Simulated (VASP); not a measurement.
Input of a VASP 6.6.1 run:

The input INCAR:

```
SYSTEM = Ta2C
ALGO = Normal
EDIFF = 1E-7
ENCUT = 520
GGA = PS
ISIF = 2
ISMEAR = -1
LASPH = .TRUE.
LCHARG = .TRUE.
LELF = .TRUE.
LREAL = .FALSE.
LVHAR = .TRUE.
LWAVE = .FALSE.
NBANDS = 20
NELM = 80
PREC = Accurate
SIGMA = 0.15
```

KPOINTS

```
k-points
0
G
  18 18 8
  0 0 0
```

File POSCAR:

```
Ta2C
1.0
    3.0958855143      0.0000000000      0.0000000000
   -1.5479427572      2.6811155025      0.0000000000
    0.0000000000      0.0000000000      4.9201740837
Ta C
2 1
Direct
    0.3333333333      0.6666666667      0.2528276349
    0.6666666667      0.3333333333      0.7471723651
    0.0000000000      0.0000000000      0.0000000000
```

Potentials or basis: VASP PAW PBE potentials, release 64 (Ta_pv, C).

Run with:

```console
$ cat potpaw_PBE.64/Ta_pv/POTCAR potpaw_PBE.64/C/POTCAR > POTCAR
$ mpirun -np 1 vasp_std > vasp.out
```

Predict the pressure.

0.5 GPa.

What does it give for the band gap on the k mesh?

Zero (band 13 reaches 7.00 eV, above the bottom of band 14 at 6.20 eV).

What does it give for the largest force?

0.046 eV/Å.

Forces on the atoms (eV/Å):
```
Ta   0.000  0.000  0.046
Ta   0.000  0.000 -0.046
C    0.000  0.000  0.000
```

Caveat: the PAW data sets were made with another functional, which shifts forces and pressure a little; spin-orbit coupling is left out, which moves the levels of the heavy elements.
